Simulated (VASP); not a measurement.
# Zr2NbTe4 (P-4m2) in VASP: single point with PBE

Aim: the single point of Zr2NbTe4 with PBE.

Program: VASP 6.6.1. These are calculated values, not measurements. Logs are shortened: lines on timing, memory, paths and dates and some standing lists are left out, and cuts for length are marked.

## Step 1: The cell of the first run

Symmetry: P-4m2, No. 115, tetragonal system. Conventional cell: a = 4.451 Å, b = 4.451 Å, c = 9.200 Å, α = 90.00°, β = 90.00°, γ = 90.00°. Zr (site symmetry 2mm) has 9 Te at 3.03 to 4.16 Å and 2 Nb at 3.38 Å within 4.2 Å. Nb (site symmetry -4m2) has 4 Te at 2.75 Å and 4 Zr at 3.38 Å within 3.6 Å. Te (site symmetry -4m2) has 4 Zr at 3.03 Å and 8 Te at 3.15 to 3.73 Å within 4.0 Å. Within 4.0 Å of Te (site symmetry -4m2) lie 4 Zr at 3.03 Å and 8 Te at 3.15 to 3.73 Å. Te (site symmetry 2mm) has 2 Nb at 2.75 Å and 4 Zr at 3.28 Å and 4 Te at 3.73 Å within 3.8 Å.

The cell was generated, and may not be a known phase.

## Step 2: Single point, PBE

The input, INCAR:

```
ALGO = Normal ; EDIFF = 1E-6
ENCUT = 500 ; GGA = PE
GGA_COMPAT = F ; ISIF = 2
ISMEAR = 0 ; LASPH = T
LCHARG = T ; LELF = T
LREAL = F ; LVHAR = T
LWAVE = F ; NBANDS = 40
NELM = 120 ; PREC = Accurate
SIGMA = 0.2
```

The input, KPOINTS:

```
k-points
0
Gamma
  4 4 2
```

The input, POSCAR:

```
Zr2NbTe4
1.0
    4.4508697087      0.0000000000      0.0000000000
    0.0000000000      4.4508697087      0.0000000000
    0.0000000000      0.0000000000      9.2001431442
Zr Nb Te
2 1 4
Direct
    0.5000000000      0.0000000000      0.2764714927
    0.0000000000      0.5000000000      0.7235285073
    0.5000000000      0.5000000000      0.0000000000
    0.5000000000      0.5000000000      0.5000000000
    0.0000000000      0.0000000000      0.5000000000
    0.5000000000      0.0000000000      0.8247136470
    0.0000000000      0.5000000000      0.1752863530
```

Potentials or basis: VASP PAW PBE potentials, release 64 (Zr_sv, Nb_sv, Te).

On the command line:

```sh
$ cat potpaw_PBE.64/Zr_sv/POTCAR potpaw_PBE.64/Nb_sv/POTCAR potpaw_PBE.64/Te/POTCAR > POTCAR
$ mpirun -np 1 vasp_std > vasp.out
```

OUTCAR:

```text
EDIFF = 1E-6
   ENCUT = 500
   GGA = PE
   ISIF = 2
   ISMEAR = 0
   LASPH = T
   LREAL = F
   NELM = 120
   PREC = Accurate

 ion  position               nearest neighbor table
   1  0.500  0.000  0.276-   4 3.03   5 3.03   4 3.03   5 3.03   7 3.28   7 3.28   7 3.28   7 3.28
                             3 3.38   3 3.38
   2  0.000  0.500  0.724-   4 3.03   5 3.03   5 3.03   4 3.03   6 3.28   6 3.28   6 3.28   6 3.28
                             3 3.38   3 3.38
   3  0.500  0.500  0.000-   6 2.75   7 2.75   6 2.75   7 2.75   1 3.38   1 3.38   2 3.38   2 3.38

   4  0.500  0.500  0.500-   1 3.03   2 3.03   1 3.03   2 3.03   5 3.15   5 3.15   5 3.15   5 3.15

   5  0.000  0.000  0.500-   1 3.03   2 3.03   2 3.03   1 3.03   4 3.15   4 3.15   4 3.15   4 3.15

   6  0.500  0.000  0.825-   3 2.75   3 2.75   2 3.28   2 3.28   2 3.28   2 3.28
   7  0.000  0.500  0.175-   3 2.75   3 2.75   1 3.28   1 3.28   1 3.28   1 3.28

  LATTYP: Found a simple tetragonal cell.
 ALAT       =     4.4508697087
 C/A-ratio  =     2.0670439142

  Lattice vectors:

 A1 = (   4.4508697087,   0.0000000000,   0.0000000000)
 A2 = (   0.0000000000,   4.4508697087,   0.0000000000)
 A3 = (   0.0000000000,   0.0000000000,   9.2001431442)

Analysis of symmetry for initial positions (statically):
=====================================================================
 Subroutine PRICEL returns:
 Original cell was already a primitive cell.

 Routine SETGRP: Setting up the symmetry group for a
 simple tetragonal supercell.

 Subroutine GETGRP returns: Found  8 space group operations
 (whereof  8 operations were pure point group operations)
 out of a pool of 16 trial point group operations.

The static configuration has the point symmetry D_2d.

Analysis of symmetry for dynamics (positions and initial velocities):
=====================================================================
 Subroutine PRICEL returns:
 Original cell was already a primitive cell.

 Routine SETGRP: Setting up the symmetry group for a
 simple tetragonal supercell.

 Subroutine GETGRP returns: Found  8 space group operations
 (whereof  8 operations were pure point group operations)
 out of a pool of 16 trial point group operations.

The dynamic configuration has the point symmetry D_2d.

 Subroutine INISYM returns: Found  8 space group operations
 (whereof  8 operations are pure point group operations),
[... 94 lines left out ...]
   LREAL  =      F    real-space projection
   EDIFFG = 0.1E-04   stopping-criterion for IOM
   NSW    =      0    number of steps for IOM
   IBRION =     -1    ionic relax: 0-MD 1-quasi-New 2-CG
   NFREE  =      0    steps in history (QN), initial steepest desc. (CG)
   ISIF   =      2    stress and relaxation
   ISYM   =      2    0-nonsym 1-usesym 2-fastsym
   POTIM  = 0.5000    time-step for ionic-motion
   TEBEG  =    0.0;   TEEND  =   0.0 temperature during run
   PSTRESS=    0.0 pullay stress
   NELECT =      61.0000    total number of electrons
   NUPDOWN=      -1.0000    fix difference up-down
   EMIN   =  10.00;   EMAX   =-10.00  energy-range for DOS
   EFERMI =   0.00;   METHOD = LEGACY
   ISMEAR =     0;   SIGMA  =   0.20  broadening in eV -4-tet -1-fermi 0-gaus
   EFERMI_NEDOS =   21; number of points for ismear=-14 and -15
   IALGO  =     38    algorithm
   IMIX   =      4    mixing-type and parameters
     AMIX     =   0.40;   BMIX     =  1.00
     AMIX_MAG =   1.60;   BMIX_MAG =  1.00
  volume/ion in A,a.u.               =      26.04       175.70
  Fermi-wavevector in a.u.,A,eV,Ry     =   1.136641  2.147940 17.578085  1.291953
  Thomas-Fermi vector in A             =   2.273346
   LORBIT       =      0    0 simple, 1 ext, 2 COOP (PROOUT), +10 PAW based schemes
   GGA     = PE    functional components
   LHFCALC =     F    Hartree Fock is set to
   AEXX    =    0.0000 exact exchange contribution
   IVDW    =     0    specifies the selected vdW correction
   LEPSILON=     F    determine dielectric tensor
   LRPA    =     F    only Hartree local field effects (RPA)
 non-spin polarized calculation
 Gauss-broadening in eV      SIGMA  =   0.20
  energy-cutoff  :      500.00
  volume of cell :      182.26
 maximum number of plane-waves:      4672
   NGX = 17   NGY = 17   NGZ = 33

 number of electron      60.9999999 magnetization

 Free energy of the ion-electron system (eV)
  ---------------------------------------------------
  ext. energy  EPLUGINS =         0.00000000
  ---------------------------------------------------
  free energy    TOTEN  =       -41.09665046 eV

  energy without entropy =      -40.94092755  energy(sigma->0) =      -41.01878900

 E-fermi :   8.9525     XC(G=0): -10.3703

 val. band max:        8.9228635273   @ k =   0.2500   0.2500   0.5000
 cond. band min:       8.9936485048   @ k =   0.5000   0.0000   0.0000
 fundamental gap:      0.0707849774
 Fermi energy:         8.9524994223

 k-point     1 :       0.0000    0.0000    0.0000
  band No.  band energies     occupation
      1     -46.1534      2.00000
      2     -40.9452      2.00000
      3     -40.9450      2.00000
      4     -22.2815      2.00000
      5     -22.2815      2.00000
      6     -22.2474      2.00000
[... 505 lines left out ...]
     39      11.2384      0.00000
     40      12.0468      0.00000

------------------------ aborting loop because EDIFF is reached ----------------------------------------

  FORCE on cell =-STRESS in cart. coord.  units (eV):
  Direction    XX          YY          ZZ          XY          YZ          ZX
  --------------------------------------------------------------------------------------
  -------------------------------------------------------------------------------------
  Total       -0.1912411     -0.1912411      0.1134045      0.0000000     -0.0000000      0.0000000
  in kB       -1.6811537     -1.6811537      0.9969116      0.0000000     -0.0000000      0.0000000
  external PRESSURE =      -0.7884653 kB  Pullay stress =       0.0000000 kB

 VOLUME and BASIS-vectors are now :
 -----------------------------------------------------------------------------
  energy-cutoff  :      500.00
  volume of cell :      182.26
      direct lattice vectors                 reciprocal lattice vectors
     4.450869709  0.000000000  0.000000000     0.224675191  0.000000000  0.000000000
     0.000000000  4.450869709  0.000000000     0.000000000  0.224675191  0.000000000
     0.000000000  0.000000000  9.200143144     0.000000000  0.000000000  0.108693961

 POSITION                                       TOTAL-FORCE (eV/Angst)
 -----------------------------------------------------------------------------------
      2.22543      0.00000      2.54358         0.000000     -0.000000      0.008526
      0.00000      2.22543      6.65657         0.000000     -0.000000     -0.008526
      2.22543      2.22543      0.00000        -0.000000      0.000000      0.000000
      2.22543      2.22543      4.60007        -0.000000     -0.000000      0.000000
      0.00000      0.00000      4.60007        -0.000000     -0.000000      0.000000
      2.22543      0.00000      7.58748        -0.000000     -0.000000      0.024634
      0.00000      2.22543      1.61266        -0.000000     -0.000000     -0.024634
 -----------------------------------------------------------------------------------
    total drift:                                0.000000     -0.000000     -0.000000

  FREE ENERGIE OF THE ION-ELECTRON SYSTEM (eV)
  ---------------------------------------------------
  free  energy   TOTEN  =       -41.0966504599 eV

  energy  without entropy=      -40.9409275497  energy(sigma->0) =      -41.01878900
```

OSZICAR:

```text
N       E                     dE             d eps       ncg     rms          rms(c)
DAV:   1     0.507032452149E+03    0.50703E+03   -0.27889E+04   984   0.134E+03
DAV:   2     0.588370268442E+01   -0.50115E+03   -0.48610E+03  1208   0.392E+02
DAV:   3    -0.384182255255E+02   -0.44302E+02   -0.43030E+02  1480   0.998E+01
DAV:   4    -0.428028320388E+02   -0.43846E+01   -0.43434E+01  1624   0.280E+01
DAV:   5    -0.430509323288E+02   -0.24810E+00   -0.24775E+00  1448   0.538E+00    0.175E+01
DAV:   6    -0.418365003604E+02    0.12144E+01   -0.11840E+01  1248   0.105E+01    0.994E+00
DAV:   7    -0.421693659491E+02   -0.33287E+00   -0.97523E+00  1472   0.109E+01    0.804E+00
DAV:   8    -0.411849100384E+02    0.98446E+00   -0.81661E+00  1464   0.800E+00    0.395E+00
DAV:   9    -0.411045312976E+02    0.80379E-01   -0.53529E-01  1456   0.281E+00    0.171E+00
DAV:  10    -0.410965834810E+02    0.79478E-02   -0.88353E-02  1584   0.112E+00    0.674E-01
DAV:  11    -0.410964159118E+02    0.16757E-03   -0.74889E-03  1536   0.409E-01    0.254E-01
DAV:  12    -0.410966607125E+02   -0.24480E-03   -0.82947E-04  1544   0.169E-01    0.500E-02
DAV:  13    -0.410966512040E+02    0.95085E-05   -0.90772E-05  1584   0.410E-02    0.265E-02
DAV:  14    -0.410966496146E+02    0.15894E-05   -0.17740E-05  1360   0.232E-02    0.739E-03
DAV:  15    -0.410966504599E+02   -0.84528E-06   -0.16239E-06   872   0.681E-03
   1 F= -.41096650E+02 E0= -.41018789E+02  d E =-.155723E+00
```

stdout:

```text
POSCAR found type information on POSCAR ZrNbTe
 POSCAR found :  3 types and       7 ions
 scaLAPACK will be used
 LDA part: xc-table for (Slater+PW92), standard interpolation
 POSCAR, INCAR and KPOINTS ok, starting setup
 FFT: planning ... GRIDC
 FFT: planning ... GRID_SOFT
 FFT: planning ... GRID
 WAVECAR not read
 entering main loop
```

Wall time 3 min (1 thread of Intel Xeon 8259CL, shared host); peak memory 0.26 GiB.

Results:

```
Free energy            : -41.0967 eV
Pressure               : -0.1 GPa
Largest force          : 0.025 eV/Å
Band gap on the k mesh : zero (an odd number of electrons rules out a gap without spin polarisation)
```

Forces on the atoms (eV/Å):
```
Zr   0.000  0.000  0.009
Zr   0.000  0.000 -0.009
Nb   0.000  0.000  0.000
Te   0.000  0.000  0.000
Te   0.000  0.000  0.000
Te   0.000  0.000  0.025
Te   0.000  0.000 -0.025
```

Levels at points of the mesh, in eV from the Fermi level:
```csv
k point,band 27,band 28,band 29,band 30,band 31,band 32,band 33,band 34,band 35,band 36
"(0.00, 0.00, 0.00)",-1.30,-1.05,-0.43,-0.43,-0.36,0.28,0.54,0.75,1.05,1.05
"(0.50, 0.00, 0.00)",-2.80,-2.39,-0.54,-0.34,-0.14,0.04,0.09,0.75,0.87,1.08
"(0.50, 0.50, 0.00)",-1.12,-1.12,-0.07,0.36,0.52,0.52,0.56,0.84,0.84,1.57
"(0.00, 0.00, 0.50)",-0.59,-0.46,-0.46,-0.39,-0.36,-0.31,0.12,0.75,0.87,1.23
"(0.50, 0.00, 0.50)",-2.39,-1.88,-0.35,-0.34,-0.27,0.17,0.48,0.54,0.91,0.94
"(0.50, 0.50, 0.50)",-1.28,-1.28,-0.10,0.38,0.50,0.50,0.76,0.87,0.87,1.44
```

Caveat: spin-orbit coupling is left out, which moves the levels of the heavy elements.

The gap in the log of VASP goes by the Fermi energy; the results here count the filled bands.